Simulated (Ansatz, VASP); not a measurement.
# One calculation of HC12, two programs

```
C H
1.0
     4.88927    0.00000    0.00000
    -2.44463    6.77393    0.00000
     0.00000    0.00000   22.76841
C H
24 2
Direct
  0.40208 0.30416 0.17568
  0.40208 0.80416 0.17568
  0.90208 0.30416 0.17568
  0.90208 0.80416 0.17568
  0.16304 0.32608 0.20598
  0.16304 0.82608 0.20598
  0.66304 0.32608 0.20598
  0.66304 0.82608 0.20598
  0.18464 0.36928 0.26663
  0.18464 0.86928 0.26663
  0.68464 0.36928 0.26663
  0.68464 0.86928 0.26663
  0.44616 0.39233 0.29605
  0.44616 0.89233 0.29605
  0.94616 0.39233 0.29605
  0.94616 0.89233 0.29605
  0.47156 0.44313 0.35911
  0.47156 0.94313 0.35911
  0.97156 0.44313 0.35911
  0.97156 0.94313 0.35911
  0.23270 0.46540 0.38511
  0.23270 0.96540 0.38511
  0.73270 0.46540 0.38511
  0.73270 0.96540 0.38511
  0.23270 0.88341 0.51687
  0.23270 0.04740 0.51687
```

Alike in both runs: task single point; functional LDA; k mesh 6 × 4 × 1; occupations gaussian, width 0.05 eV; no spin polarisation.

|  | VASP | Ansatz |
| --- | --- | --- |
| version | VASP 6.6.1 | Ansatz 0.2.0 |
| potentials or method | VASP PAW LDA potentials, release 64 (C, H), cutoff 520 eV | scalar-relativistic, plane waves, PAW |
| valence electrons in the cell | 98 | 98 |

Ansatz gave:

```
gap on the k mesh at the Fermi level (eV) : none
rms of the force components (eV/Å)        : 1.198
```

Question: Which values does VASP return?

Answer: gap on the k mesh at the Fermi level (eV): none; rms of the force components (eV/Å): 1.194.

Ansatz warns that its potentials were made for another functional, while VASP's fit it. LDA's correlation is that of Perdew and Zunger in VASP and of Perdew and Wang (1992) in Ansatz. Atom by atom the forces differ by 0.022 eV/Å (rms over components). A gap of «none» marks a metal or a gap that the smearing closes.
